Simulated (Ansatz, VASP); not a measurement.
# In2As3 in VASP and in Ansatz

The input INCAR:

```
SYSTEM = In2As3
  PREC = Accurate
  ENCUT = 520
  EDIFF = 1E-6
  ISMEAR = 0
  SIGMA = 0.2
  LREAL = .FALSE.
  LASPH = .TRUE.
  NELM = 60
  ALGO = Normal
  ISIF = 2
  LWAVE = .FALSE.
  LCHARG = .FALSE.
  GGA = PE
  NBANDS = 52
```

File KPOINTS:

```
regular mesh
0
G
  6 6 2
  0 0 0
```

File POSCAR:

```
In2As3
1.0
    4.4884326999      0.0000000000      0.0000000000
   -2.2442163500      3.8870967413      0.0000000000
    0.0000000000      0.0000000000     16.6000601662
In As
4 6
Direct
    0.3333333333      0.6666666667      0.0801000963
    0.3333333333      0.6666666667      0.5801000963
    0.6666666667      0.3333333333      0.4198999037
    0.6666666667      0.3333333333      0.9198999037
    1.0000000000      0.0000000000      0.5000000000
    0.0000000000      1.0000000000      1.0000000000
    0.3333333333      0.6666666667      0.2463455241
    0.3333333333      0.6666666667      0.7463455241
    0.6666666667      0.3333333333      0.2536544759
    0.6666666667      0.3333333333      0.7536544759
```

Input for Ansatz:

```yaml
crystal:
  lattice:
    - [4.4884326999, 0.0, 0.0]
    - [-2.24421635, 3.8870967413, 0.0]
    - [0.0, 0.0, 16.6000601662]
  atoms:
    - { symbol: In, position: [0.3333333333, 0.6666666667, 0.0801000963] }
    - { symbol: In, position: [0.3333333333, 0.6666666667, 0.5801000963] }
    - { symbol: In, position: [0.6666666667, 0.3333333333, 0.4198999037] }
    - { symbol: In, position: [0.6666666667, 0.3333333333, 0.9198999037] }
    - { symbol: As, position: [1.0, 0.0, 0.5] }
    - { symbol: As, position: [0.0, 1.0, 1.0] }
    - { symbol: As, position: [0.3333333333, 0.6666666667, 0.2463455241] }
    - { symbol: As, position: [0.3333333333, 0.6666666667, 0.7463455241] }
    - { symbol: As, position: [0.6666666667, 0.3333333333, 0.2536544759] }
    - { symbol: As, position: [0.6666666667, 0.3333333333, 0.7536544759] }
basis:
  ecutwfc: 420
kpoints:
  mp_grid: { grid: [6, 6, 2] }
hamiltonian:
  xc: pbe
scf:
  occupations: { method: gaussian, width: 0.2 }
  lower_state_search: "off"
output:
  forces: true
  stress: true
  eigenvalues: true
```

Alike in both runs: task single point; functional PBE; k mesh 6 × 6 × 2; occupations gaussian, width 0.2 eV; no spin polarisation.

|  | VASP | Ansatz |
| --- | --- | --- |
| version | VASP 6.6.1 | Ansatz 0.2.0 |
| potentials or method | VASP PAW PBE potentials, release 64 (In_d, As), cutoff 520 eV | scalar-relativistic, plane waves, PAW |
| valence electrons in the cell | 82 | 142 |

```csv
,VASP,Ansatz,Ansatz less VASP
gap on the k mesh at the Fermi level (eV),none,none,-
pressure (GPa),0.0,0.0,-0.06
"traceless stress, the component that is largest in VASP (GPa)",-0.32,-0.29,+0.028
rms of the force components (eV/Å),0.043,0.042,-0.0005
```

Atom by atom the forces differ by 0.002 eV/Å (rms over components). A gap of «none» marks a metal or a gap that the smearing closes. VASP's potentials hold 82 valence electrons a cell and Ansatz's 142, so a difference there can come from the potentials and not from the codes.
